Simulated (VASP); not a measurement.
Wanted: the native input for a VASP 6.6.1 run.

- Task: single point
- Functional: PBE-based screened hybrid with 30 % exact exchange
- Potentials or basis: VASP PAW PBE potentials, release 64 (Cd, I)
- Cutoff: 400 eV
- k mesh: 6 × 6 × 2
- Occupations: gaussian, width 0.01 eV
- Spin: no spin polarisation
- Dipole correction: no
- Grid for exact exchange (PRECFOCK): Normal
- Share of exact exchange: 0.3
- Further INCAR settings: ALGO = Normal; EDIFF = 1e-06; NBANDS = 20
- Screening parameter: 0.5 1/Å

The system is CdI2.

```
Cd I
1.0
     4.24701    0.00000    0.00000
    -2.12350    3.67802    0.00000
     0.00000    0.00000    6.89503
Cd I
1 2
Direct
  0.00000 0.00000 0.00000
  0.33333 0.66667 0.24939
  0.66667 0.33333 0.75061
```

One way to write it, as run:

POSCAR

```
CdI2
1.0
    4.2470087284      0.0000000000      0.0000000000
   -2.1235043642      3.6780174489      0.0000000000
    0.0000000000      0.0000000000      6.8950251473
Cd I
1 2
Direct
    0.0000000000      0.0000000000      0.0000000000
    0.3333333333      0.6666666667      0.2493934756
    0.6666666667      0.3333333333      0.7506065244
```

INCAR.step1

```
ALGO = Normal ; EDIFF = 1E-5
ENCUT = 400 ; GGA = PE
GGA_COMPAT = False ; ISIF = 2
ISMEAR = 0 ; LASPH = True
LCHARG = False ; LREAL = False
LWAVE = True ; NBANDS = 20
NELM = 120 ; PREC = Accurate
SIGMA = 0.01
```

INCAR.step2

```
AEXX = 0.3 ; ALGO = Normal
EDIFF = 1E-6 ; ENCUT = 400
GGA = PE ; GGA_COMPAT = False
HFSCREEN = 0.5 ; ISIF = 2
ISMEAR = 0 ; ISTART = 1
LASPH = True ; LCHARG = False
LHFCALC = True ; LREAL = False
LWAVE = False ; NBANDS = 20
NELM = 120 ; PREC = Accurate
PRECFOCK = Normal ; SIGMA = 0.01
```

KPOINTS

```
k-points
0
Gamma
  6 6 2
```

Potentials or basis: VASP PAW PBE potentials, release 64 (Cd, I).

Command:

```sh
$ cat potpaw_PBE.64/Cd/POTCAR potpaw_PBE.64/I/POTCAR > POTCAR
$ cp INCAR.step1 INCAR
$ mpirun -np 1 vasp_std > vasp.out
$ cp INCAR.step2 INCAR
$ mpirun -np 1 vasp_std > vasp.out
```

Results of the run:

- Pressure: 0.9 GPa
- Largest force: 0.014 eV/Å
- Band gap on the k mesh: 2.96 eV (least direct gap 3.22 eV)

Caveat: the k points lie up to 0.46 Å⁻¹ apart; the PAW data sets were made with another functional, which shifts forces and pressure a little; spin-orbit coupling is left out, which moves the levels of the heavy elements.

Wall time 40 min on 1 thread of AMD EPYC 7R13 Processor (Zen 3) (shared host), peak memory 0.29 GiB.
